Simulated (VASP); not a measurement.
Write the native input for VASP 6.6.1 that does the following.

| Property | Result |
| --- | --- |
| Task | single point |
| Functional | PBE |
| Potentials or basis | VASP PAW PBE potentials, release 64 (W_sv, I) |
| Cutoff | 520 eV |
| k mesh | 3 × 3 × 4 |
| Occupations | gaussian, width 0.1 eV |
| Spin | no spin polarisation |
| Dipole correction | no |
| Further INCAR settings | ALGO = Fast; EDIFF = 1e-06; NBANDS = 59 |

The structure of W3I lies in POSCAR:

```
W3I
1.0
    6.9177644764      0.0000000000      0.0000000000
   -3.4588822382      5.9909597739      0.0000000000
    0.0000000000      0.0000000000      4.3145647810
W I
6 2
Direct
    0.8712721263      0.7425442527      0.2500000000
    0.1287278737      0.8712721263      0.7500000000
    0.2574557473      0.1287278737      0.2500000000
    0.1287278737      0.2574557473      0.7500000000
    0.8712721263      0.1287278737      0.2500000000
    0.7425442527      0.8712721263      0.7500000000
    0.3333333333      0.6666666667      0.2500000000
    0.6666666667      0.3333333333      0.7500000000
```

These files were run (other wordings do the same):

INCAR

```
ALGO = Fast
EDIFF = 1E-6
ENCUT = 520
GGA = PE
ISIF = 2
ISMEAR = 0
LASPH = T
LCHARG = T
LELF = T
LREAL = F
LVHAR = T
LWAVE = F
NBANDS = 59
NELM = 80
PREC = Accurate
SIGMA = 0.1
```

KPOINTS

```
k-points
0
Gamma
  3 3 4
```

Potentials or basis: VASP PAW PBE potentials, release 64 (W_sv, I).

The run is started by

```console
$ cat potpaw_PBE.64/W_sv/POTCAR potpaw_PBE.64/I/POTCAR > POTCAR
$ mpirun -np 1 vasp_std > vasp.out
```

Results of the run:

The pressure is 0.3 GPa, the largest force is 0.055 eV/Å and the band gap on the k mesh is zero (bands 49 and 50 overlap by 0.63 eV).

Caveat: the k points lie up to 0.36 Å⁻¹ apart, too coarse for converged energies and pressures of a metal; spin-orbit coupling is left out, which moves the levels of the heavy elements.

It took 2.9 min on 1 thread of Oxide Virtual Turin-like Processor (shared host), peak memory 0.29 GiB.
